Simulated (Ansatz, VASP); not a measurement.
# TiC: VASP beside Ansatz

```
Ti C
1.0
     0.00000    2.14214    2.14214
     2.14214    0.00000    2.14214
     2.14214    2.14214    0.00000
Ti C
1 1
Direct
  0.00000 0.00000 0.00000
  0.50000 0.50000 0.50000
```

Change from the starting cell: volume scaled by 0.97, PAW files.

Alike in both runs: task electric field gradients; functional PBEsol; k mesh 16 × 16 × 16; occupations fermi-dirac, width 0.03 eV; no spin polarisation.

|  | VASP | Ansatz |
| --- | --- | --- |
| version | VASP 6.6.1 | Ansatz 0.2.0 |
| potentials or method | VASP PAW PBE potentials, release 64 (Ti_sv, C) | PAW with Ansatz's default frozen-core files, scalar-relativistic |
| plane-wave cutoff (eV) | 520 | 420 |
| valence electrons in the cell | 16 | 16 |

Ansatz gave:

* pressure (GPa): 1.7

**Question.** Estimate VASP's values.

**Answer.** Pressure (GPa): 1.9.

VASP's potentials were made for PBE, not for PBEsol. The functional is the same, so the differences come from potentials, cutoffs and numerics.
